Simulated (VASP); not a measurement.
Write the native input for VASP 6.6.1 that does the following.

| Property | Result |
| --- | --- |
| Task | relaxation of cell and atoms |
| Functional | PBEsol |
| Potentials or basis | VASP PAW PBE potentials, release 64 (Pt) |
| Cutoff | 500 eV |
| k mesh | 8 × 8 × 8 |
| Occupations | gaussian, width 0.1 eV |
| Spin | no spin polarisation |
| Dipole correction | no |
| Further INCAR settings | ALGO = Normal; EDIFF = 1e-07; IBRION = 2; EDIFFG = -0.015; NSW = 80; ISIF = 3 |

The structure of Pt lies in POSCAR:

```
Pt
1.0
    3.9180606899     -3.9180606899      0.0000000000
    3.9180606899      0.0000000000      3.9180606899
    0.0000000000     -3.9180606899      3.9180606899
Pt
8
Direct
    0.5000000000      0.0000000000      0.0000000000
    0.5000000000      0.0000000000      0.5000000000
    0.5000000000      0.5000000000      0.0000000000
    0.5000000000      0.5000000000      0.5000000000
    0.0000000000      0.0000000000      0.0000000000
    0.0000000000      0.0000000000      0.5000000000
    0.0000000000      0.5000000000      0.0000000000
    0.0000000000      0.5000000000      0.5000000000
```

These files were run (other wordings do the same):

INCAR

```
SYSTEM = Pt
PREC     = Accurate       ! precision mode
ENCUT    = 500            ! plane-wave cutoff, eV
EDIFF    = 1E-7           ! SCF threshold, eV
ISMEAR   = 0              ! smearing method
SIGMA    = 0.1            ! smearing width, eV
LREAL    = .False.        ! projectors in reciprocal space
LASPH    = .True.         ! aspherical terms in the spheres
NELM     = 120            ! most SCF steps
ALGO     = Normal         ! electronic algorithm
ISIF     = 3              ! what is computed and relaxed
LWAVE    = .False.        ! write WAVECAR
LCHARG   = .False.        ! write CHGCAR
GGA      = PS             ! functional
IBRION   = 2              ! ionic algorithm
NSW      = 80             ! ionic steps
EDIFFG   = -0.015         ! ionic threshold
GGA_COMPAT= .False.      
NELMIN   = 4
```

KPOINTS

```
regular mesh
0
Gamma
  8 8 8
  0 0 0
```

Potentials or basis: VASP PAW PBE potentials, release 64 (Pt).

Launch:

```console
$ cat potpaw_PBE.64/Pt/POTCAR > POTCAR
$ mpirun -np 1 vasp_std > vasp.out
```

It gave:

The relaxed volume is 15.01 Å³/atom. The relaxed cell is a = 5.538 Å, b = 5.538 Å, c = 5.538 Å, α = 60.00°, β = 60.00°, γ = 60.00°. The space group after relaxing (to 0.1 Å) is Fm-3m (No. 225). The energy gained by relaxing is 0.0 meV/atom. The ionic steps are 3. The pressure after relaxing is 0.0 GPa and the band gap on the k mesh is zero (bands 40 and 41 overlap by 0.84 eV).

Caveat: the PAW data sets were made with another functional, which shifts forces and pressure a little; spin-orbit coupling is left out, which moves the levels of the heavy elements.

It took 8.3 min on 1 thread of Oxide Virtual Turin-like Processor, on a shared host, peak memory 0.26 GiB.
